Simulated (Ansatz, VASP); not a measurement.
Two plane-wave programs on TiTe2

Contents of INCAR:

```
SYSTEM = TiTe2
PREC = Accurate
ENCUT = 520
EDIFF = 1E-7
ISMEAR = 0
SIGMA = 0.15
LREAL = .FALSE.
LASPH = .TRUE.
NELM = 60
ALGO = Normal
ISIF = 2
LWAVE = .FALSE.
LCHARG = .FALSE.
GGA = PE
NBANDS = 19
```

The input KPOINTS:

```
Automatic mesh
0
G
  12 12 8
  0 0 0
```

POSCAR

```
TiTe2
1.0
    3.6825758654      0.0000000000      0.0000000000
   -1.8412879327      3.1892042508      0.0000000000
    0.0000000000      0.0000000000      6.4980000000
Ti Te
1 2
Direct
    0.0000000000      0.0000000000      0.0000000000
    0.6666666667      0.3333333333      0.2628000000
    0.3333333333      0.6666666667      0.7372000000
```

Input for Ansatz:

```yaml
crystal:
  lattice:
    - [3.6825758654, 0.0, 0.0]
    - [-1.8412879327, 3.1892042508, 0.0]
    - [0.0, 0.0, 6.498]
  atoms:
    - { symbol: Ti, position: [0.0, 0.0, 0.0] }
    - { symbol: Te, position: [0.6666666667, 0.3333333333, 0.2628] }
    - { symbol: Te, position: [0.3333333333, 0.6666666667, 0.7372] }
basis:
  ecutwfc: 420
kpoints:
  mp_grid: { grid: [12, 12, 8] }
hamiltonian:
  xc: pbe
scf:
  occupations: { method: gaussian, width: 0.15 }
output:
  forces: true
  stress: true
  eigenvalues: true
```

Change from the starting cell: strain -0.025 along x and y, +0.000 along z, atoms carried along.

Alike in both runs: task single point; functional PBE; k mesh 12 × 12 × 8; occupations gaussian, width 0.15 eV; no spin polarisation.

|  | VASP | Ansatz |
| --- | --- | --- |
| version | VASP 6.6.1 | Ansatz 0.2.0 |
| potentials or method | VASP PAW PBE potentials, release 64 (Ti_sv, Te), cutoff 520 eV | scalar-relativistic, plane waves, PAW |
| valence electrons in the cell | 24 | 44 |

Ansatz gave:

| Property | Result |
| --- | --- |
| gap on the k mesh at the Fermi level (eV) | none |
| pressure (GPa) | 4.5 |
| traceless stress, the component that is largest in VASP (GPa) | 0.06 |
| rms of the force components (eV/Å) | 0.183 |

Task: Estimate VASP's values.

Result: gap on the k mesh at the Fermi level (eV): none; pressure (GPa): 4.5; traceless stress, the component that is largest in VASP (GPa): 0.07; rms of the force components (eV/Å): 0.187.

Atom by atom the forces differ by 0.005 eV/Å (rms over components). A gap of «none» marks a metal or a gap that the smearing closes. VASP's potentials hold 24 valence electrons a cell and Ansatz's 44, so a difference there can come from the potentials and not from the codes.

Neither program's run includes spin-orbit coupling.
